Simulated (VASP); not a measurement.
# K2SiB2 (Cmmm) in VASP: further runs

Runs on K2SiB2. Level: PBE. Tasks: single point, relaxation of cell and atoms.

Everything below comes from runs of VASP 6.6.1. Logs are shortened: lines on timing, memory, paths and dates and some standing lists are left out, and cuts for length are marked.

### 1 The cell of the first run

It takes space group Cmmm (No. 65, orthorhombic). Conventional cell: a = 3.092 Å, b = 18.886 Å, c = 4.177 Å, α = 90.00°, β = 90.00°, γ = 90.00°. K (site symmetry m2m) has 6 B at 3.06 to 3.39 Å and 2 K at 3.09 Å and 4 Si at 3.61 Å within 4.0 Å. Within 4.2 Å of Si (site symmetry mmm) lie 4 Si at 3.09 to 4.18 Å and 8 K at 3.61 Å. B (site symmetry m2m) has 2 B at 1.55 Å within 2.1 Å.

The cell was built from a structure type or drawn by symmetry, and may not be a known phase.

### 2 Single point, PBE

Input file INCAR:

```
SYSTEM = K2SiB2
ALGO = Normal
EDIFF = 1E-6
ENCUT = 520
GGA = PE
ISIF = 2
ISMEAR = 0
LASPH = .True.
LCHARG = .False.
LREAL = .False.
LWAVE = .False.
NBANDS = 22
NELM = 60
PREC = Accurate
SIGMA = 0.1
```

Input file KPOINTS:

```
k-points
0
Gamma
  6 6 4
  0 0 0
```

Input file POSCAR:

```
K2SiB2
1.0
    1.5459834436     -9.4430702850      0.0000000000
    1.5459834436      9.4430702850      0.0000000000
    0.0000000000      0.0000000000      4.1769616496
K Si B
2 1 2
Direct
    0.3669406622      0.6330593378      0.5000000000
    0.6330593378      0.3669406622      0.5000000000
    0.0000000000      0.0000000000      0.0000000000
    0.2485438659      0.7514561341      0.0000000000
    0.7514561341      0.2485438659      0.0000000000
```

Potentials or basis: VASP PAW PBE potentials, release 64 (K_sv, Si, B).

Run with:

```sh
$ cat potpaw_PBE.64/K_sv/POTCAR potpaw_PBE.64/Si/POTCAR potpaw_PBE.64/B/POTCAR > POTCAR
$ mpirun -np 1 vasp_std > vasp.out
```

OUTCAR:

```text
SYSTEM = K2SiB2
   EDIFF = 1E-6
   ENCUT = 520
   GGA = PE
   ISIF = 2
   ISMEAR = 0
   LASPH = .True.
   LREAL = .False.
   NELM = 60
   PREC = Accurate

 ion  position               nearest neighbor table
   1  0.367  0.633  0.500-
   2  0.633  0.367  0.500-
   3  0.000  0.000  0.000-
   4  0.249  0.751  0.000-   5 1.55   5 1.55
   5  0.751  0.249  0.000-   4 1.55   4 1.55

  LATTYP: Found a base centered orthorhombic cell.
 ALAT       =     3.0919668872
 B/A-ratio  =     6.1081315742
 C/A-ratio  =     1.3509076268

  Lattice vectors:

 A1 = (   1.5459834436,  -9.4430702850,   0.0000000000)
 A2 = (   1.5459834436,   9.4430702850,   0.0000000000)
 A3 = (   0.0000000000,   0.0000000000,   4.1769616496)

Analysis of symmetry for initial positions (statically):
=====================================================================
 Subroutine PRICEL returns:
 Original cell was already a primitive cell.

 Routine SETGRP: Setting up the symmetry group for a
 base centered orthorhombic supercell.

 Subroutine GETGRP returns: Found  8 space group operations
 (whereof  8 operations were pure point group operations)
 out of a pool of  8 trial point group operations.

The static configuration has the point symmetry D_2h.

Analysis of symmetry for dynamics (positions and initial velocities):
=====================================================================
 Subroutine PRICEL returns:
 Original cell was already a primitive cell.

 Routine SETGRP: Setting up the symmetry group for a
 base centered orthorhombic supercell.

 Subroutine GETGRP returns: Found  8 space group operations
 (whereof  8 operations were pure point group operations)
 out of a pool of  8 trial point group operations.

The dynamic configuration has the point symmetry D_2h.

 Subroutine INISYM returns: Found  8 space group operations
 (whereof  8 operations are pure point group operations),
 and found     1 'primitive' translations

----------------------------------------------------------------------------------------

                                     Primitive cell
[... 91 lines left out ...]
   ISPIN  =      1    spin polarized calculation?
   LNONCOLLINEAR =      F non collinear calculations
   LSORBIT =      F    spin-orbit coupling
   LASPH  =      T    aspherical Exc in radial PAW
   ENCUT  =  520.0 eV  38.22 Ry    6.18 a.u.  17.79 17.79  7.77*2*pi/ulx,y,z
   NELM   =     60;   NELMIN=  2; NELMDL= -5     # of ELM steps
   EDIFF  = 0.1E-05   stopping-criterion for ELM
   LREAL  =      F    real-space projection
   EDIFFG = 0.1E-04   stopping-criterion for IOM
   NSW    =      0    number of steps for IOM
   IBRION =     -1    ionic relax: 0-MD 1-quasi-New 2-CG
   NFREE  =      0    steps in history (QN), initial steepest desc. (CG)
   ISIF   =      2    stress and relaxation
   ISYM   =      2    0-nonsym 1-usesym 2-fastsym
   POTIM  = 0.5000    time-step for ionic-motion
   TEBEG  =    0.0;   TEEND  =   0.0 temperature during run
   PSTRESS=    0.0 pullay stress
   NELECT =      28.0000    total number of electrons
   NUPDOWN=      -1.0000    fix difference up-down
   EMIN   =  10.00;   EMAX   =-10.00  energy-range for DOS
   EFERMI =   0.00;   METHOD = LEGACY
   ISMEAR =     0;   SIGMA  =   0.10  broadening in eV -4-tet -1-fermi 0-gaus
   EFERMI_NEDOS =   21; number of points for ismear=-14 and -15
   IALGO  =     38    algorithm
   IMIX   =      4    mixing-type and parameters
     AMIX     =   0.40;   BMIX     =  1.00
     AMIX_MAG =   1.60;   BMIX_MAG =  1.00
  volume/ion in A,a.u.               =      24.39       164.60
  Fermi-wavevector in a.u.,A,eV,Ry     =   1.002439  1.894335 13.672279  1.004884
  Thomas-Fermi vector in A             =   2.134926
   LORBIT       =      0    0 simple, 1 ext, 2 COOP (PROOUT), +10 PAW based schemes
   GGA     = PE    functional components
   LHFCALC =     F    Hartree Fock is set to
   AEXX    =    0.0000 exact exchange contribution
   IVDW    =     0    specifies the selected vdW correction
   LEPSILON=     F    determine dielectric tensor
   LRPA    =     F    only Hartree local field effects (RPA)
 non-spin polarized calculation
 Gauss-broadening in eV      SIGMA  =   0.10
  energy-cutoff  :      520.00
  volume of cell :      121.96
 maximum number of plane-waves:      3308
   NGX = 35   NGY = 35   NGZ = 15

 number of electron      28.0000000 magnetization

 Free energy of the ion-electron system (eV)
  ---------------------------------------------------
  ext. energy  EPLUGINS =         0.00000000
  ---------------------------------------------------
  free energy    TOTEN  =       -18.49410448 eV

  energy without entropy =      -18.48543239  energy(sigma->0) =      -18.48976844

 E-fermi :   1.3288     XC(G=0):  -8.1890

 val. band max:        1.2460429584   @ k =   0.3333   0.3333   0.0000
 cond. band min:       1.3682033096   @ k =   0.1667   0.1667   0.5000
 fundamental gap:      0.1221603512
 Fermi energy:         1.3288393367

 k-point     1 :       0.0000    0.0000    0.0000
  band No.  band energies     occupation
      1     -29.4017      2.00000
      2     -29.3997      2.00000
      3     -12.8994      2.00000
      4     -12.8062      2.00000
      5     -12.7932      2.00000
      6     -12.7840      2.00000
[... 589 lines left out ...]
     21       7.2558      0.00000
     22       7.8014      0.00000

 [... further k-points ...]

------------------------ aborting loop because EDIFF is reached ----------------------------------------

  FORCE on cell =-STRESS in cart. coord.  units (eV):
  Direction    XX          YY          ZZ          XY          YZ          ZX
  --------------------------------------------------------------------------------------
  -------------------------------------------------------------------------------------
  Total        0.0360786      0.0214175      0.0239195      0.0000000      0.0000000      0.0000000
  in kB        0.4739716      0.2813651      0.3142352      0.0000000      0.0000000      0.0000000
  external PRESSURE =       0.3565240 kB  Pullay stress =       0.0000000 kB

 VOLUME and BASIS-vectors are now :
 -----------------------------------------------------------------------------
  energy-cutoff  :      520.00
  volume of cell :      121.96
      direct lattice vectors                 reciprocal lattice vectors
     1.545983444 -9.443070285  0.000000000     0.323418729 -0.052948880  0.000000000
     1.545983444  9.443070285  0.000000000     0.323418729  0.052948880  0.000000000
     0.000000000  0.000000000  4.176961650     0.000000000  0.000000000  0.239408471

 POSITION                                       TOTAL-FORCE (eV/Angst)
 -----------------------------------------------------------------------------------
      1.54598      2.51298      2.08848         0.000000     -0.002106     -0.000000
      1.54598     -2.51298      2.08848         0.000000      0.002106      0.000000
      0.00000      0.00000      0.00000         0.000000      0.000000      0.000000
      1.54598      4.74904      0.00000         0.000000      0.028365      0.000000
      1.54598     -4.74904      0.00000         0.000000     -0.028365      0.000000
 -----------------------------------------------------------------------------------
    total drift:                                0.000000      0.000000      0.000000

  FREE ENERGIE OF THE ION-ELECTRON SYSTEM (eV)
  ---------------------------------------------------
  free  energy   TOTEN  =       -18.4941044787 eV

  energy  without entropy=      -18.4854323920  energy(sigma->0) =      -18.48976844
```

OSZICAR:

```text
N       E                     dE             d eps       ncg     rms          rms(c)
DAV:   1     0.158261375032E+03    0.15826E+03   -0.12254E+04  1716   0.108E+03
DAV:   2    -0.101224915166E+02   -0.16838E+03   -0.16252E+03  1972   0.294E+02
DAV:   3    -0.228811668627E+02   -0.12759E+02   -0.12537E+02  2870   0.645E+01
DAV:   4    -0.233076867245E+02   -0.42652E+00   -0.42468E+00  2490   0.104E+01
DAV:   5    -0.233248094937E+02   -0.17123E-01   -0.17122E-01  2566   0.152E+00    0.944E+00
DAV:   6    -0.205691088067E+02    0.27557E+01   -0.51834E+01  2042   0.149E+01    0.704E+00
DAV:   7    -0.186058983834E+02    0.19632E+01   -0.14842E+01  2074   0.677E+00    0.429E+00
DAV:   8    -0.184920512926E+02    0.11385E+00   -0.59279E-01  2264   0.271E+00    0.239E+00
DAV:   9    -0.184952334419E+02   -0.31821E-02   -0.88417E-02  2704   0.122E+00    0.428E-01
DAV:  10    -0.184940630047E+02    0.11704E-02   -0.12380E-02  2102   0.420E-01    0.103E-01
DAV:  11    -0.184941040548E+02   -0.41050E-04   -0.70214E-04  2432   0.128E-01    0.506E-02
DAV:  12    -0.184941051773E+02   -0.11225E-05   -0.17575E-04  2466   0.576E-02    0.141E-02
DAV:  13    -0.184941051548E+02    0.22456E-07   -0.27601E-05  2224   0.232E-02    0.593E-03
DAV:  14    -0.184941044787E+02    0.67614E-06   -0.25316E-06  1874   0.772E-03
   1 F= -.18494104E+02 E0= -.18489768E+02  d E =-.867209E-02
```

stdout:

```text
POSCAR found type information on POSCAR K SiB
 POSCAR found :  3 types and       5 ions
 scaLAPACK will be used
 LDA part: xc-table for (Slater+PW92), standard interpolation
 POSCAR, INCAR and KPOINTS ok, starting setup
 FFT: planning ... GRIDC
 FFT: planning ... GRID_SOFT
 FFT: planning ... GRID
 WAVECAR not read
 entering main loop
```

Run time: 5.1 min. Hardware: 1 thread of Oxide Virtual Turin-like, shared host; peak memory 0.42 GiB.

Results:

```
Free energy            : -18.4941 eV
Pressure               : 0.0 GPa
Largest force          : 0.028 eV/Å
Band gap on the k mesh : zero (bands 14 and 15 overlap by 2.08 eV)
```

Forces in eV/Å, atoms in the order of the input:
```
K    0.000 -0.002  0.000
K    0.000  0.002  0.000
Si   0.000  0.000  0.000
B    0.000  0.028  0.000
B    0.000 -0.028  0.000
```

Caveat: the k points lie up to 0.38 Å⁻¹ apart, too coarse for converged energies and pressures of a metal.

### 3 Relaxation of cell and atoms, PBE

This run uses another cell than the first one, of 21.75 Å³/atom.

Input file INCAR:

```
SYSTEM = K2SiB2
ALGO     = Normal         ! electronic algorithm
EDIFF    = 1E-6           ! SCF threshold, eV
EDIFFG   = -0.04          ! ionic threshold
ENCUT    = 600            ! plane-wave cutoff, eV
GGA      = PE             ! functional
IBRION   = 2              ! ionic algorithm
ISIF     = 3              ! what is computed and relaxed
ISMEAR   = 0              ! smearing method
LASPH    = .True.         ! aspherical terms in the spheres
LCHARG   = .False.        ! write CHGCAR
LREAL    = .False.        ! projectors in reciprocal space
LWAVE    = .False.        ! write WAVECAR
NELM     = 100            ! most SCF steps
NSW      = 90             ! ionic steps
PREC     = Accurate       ! precision mode
SIGMA    = 0.1            ! smearing width, eV
```

Input file KPOINTS:

```
k-points
0
Gamma
  4 4 4
  0 0 0
```

Input file POSCAR:

```
K2SiB2
1.0
    1.9684085700     -7.2377031900      0.0000000000
    1.9684085700      7.2377031900      0.0000000000
    0.0000000000      0.0000000000      3.8162467700
K Si B
2 1 2
Direct
    0.3634366800      0.6365633200      0.5000000000
    0.6365633200      0.3634366800      0.5000000000
    0.0000000000      0.0000000000      0.0000000000
    0.2010860400      0.7989139600      0.0000000000
    0.7989139600      0.2010860400      0.0000000000
```

Potentials or basis: VASP PAW PBE potentials, release 64 (K_sv, Si, B).

Run with:

```sh
$ cat potpaw_PBE.64/K_sv/POTCAR potpaw_PBE.64/Si/POTCAR potpaw_PBE.64/B/POTCAR > POTCAR
$ mpirun -np 1 vasp_std > vasp.out
```

Wall time 25 min (1 thread of Oxide Virtual Turin-like, shared host); peak memory 0.33 GiB.

The run converged. Its results:

```
Free energy                           : -18.2340 eV
Relaxed volume                        : 20.40 Å³/atom
Relaxed cell                          : a = 6.438 Å, b = 6.438 Å, c = 5.243 Å, α = 90.00°, β = 90.00°, γ = 152.01°
Space group after relaxing (to 0.1 Å) : Cmmm (No. 65)
Energy gained by relaxing             : 982.2 meV/atom
Ionic steps                           : 23
Pressure after relaxing               : 0.0 GPa
Largest force after relaxing          : 0.014 eV/Å
Band gap on the k mesh                : zero (bands 14 and 15 overlap by 0.37 eV)
```

Forces in eV/Å, atoms in the order of the input:
```
K    0.000  0.014  0.000
K    0.000 -0.014  0.000
Si   0.000  0.000  0.000
B    0.000 -0.008  0.000
B    0.000  0.008  0.000
```

Stress tensor (GPa, compression positive):
```
 0.11  0.00  0.00
 0.00 -0.02  0.00
 0.00  0.00 -0.15
```

Step by step:
```csv
step,energy change (eV),largest force (eV/Å),pressure (GPa),volume (Å³)
1,0.0000,1.9564,-1.54,108.74
2,-0.7722,1.5040,-1.85,105.27
3,-2.3976,1.2344,0.15,92.77
4,-2.8376,1.1252,0.23,91.55
5,-3.7075,1.4439,2.64,86.97
6,-3.7134,2.0798,4.86,84.89
7,-3.7399,1.7370,3.92,85.69
8,-4.0577,1.2930,2.74,87.22
9,-4.6244,0.6027,0.80,91.57
10,-3.9031,1.4529,0.12,99.06
11,-4.6878,0.4341,0.20,93.42
12,-4.7625,0.4032,0.06,93.99
13,-4.8219,0.4519,-0.03,95.18
14,-4.8473,0.3677,0.22,95.23
15,-4.8760,0.1395,0.82,95.34
16,-4.8932,0.0459,0.49,97.12
17,-4.8987,0.0545,0.23,98.87
18,-4.9034,0.0272,-0.14,100.12
19,-4.9048,0.0645,-0.66,102.01
20,-4.9066,0.0677,-0.62,102.25
21,-4.9093,0.0873,-0.47,102.98
22,-4.9104,0.0560,-0.30,102.59
23,-4.9110,0.0136,-0.02,101.98
```

Final structure:
```
K Si B
1.0
     1.55676   -6.24723    0.00000
     1.55676    6.24723    0.00000
     0.00000    0.00000    5.24320
K Si B
2 1 2
Direct
  0.37238 0.62762 0.50000
  0.62762 0.37238 0.50000
  0.00000 0.00000 0.00000
  0.23712 0.76288 0.00000
  0.76288 0.23712 0.00000
```

Levels at points of the mesh, in eV from the Fermi level:
```tsv
k point	band 12	band 13	band 14	band 15	band 16	band 17
(0.00, 0.00, 0.00)	-2.63	-2.45	-0.76	1.07	2.69	3.73
(0.50, 0.00, 0.00)	-2.33	-0.25	-0.19	0.54	1.07	1.67
(0.50, 0.50, 0.00)	-2.43	-1.57	-0.79	-0.36	2.27	2.46
(0.00, 0.00, 0.50)	-3.32	-2.64	-0.86	2.42	2.67	3.19
(0.50, 0.00, 0.50)	-2.21	-0.54	0.01	0.40	0.48	1.41
(0.50, 0.50, 0.50)	-2.64	-1.70	-1.52	-0.13	3.48	3.53
```

Caveat: the k points lie up to 0.52 Å⁻¹ apart in the final cell; a cell axis changed by over 15 % at a fixed basis, so the end point is rough.
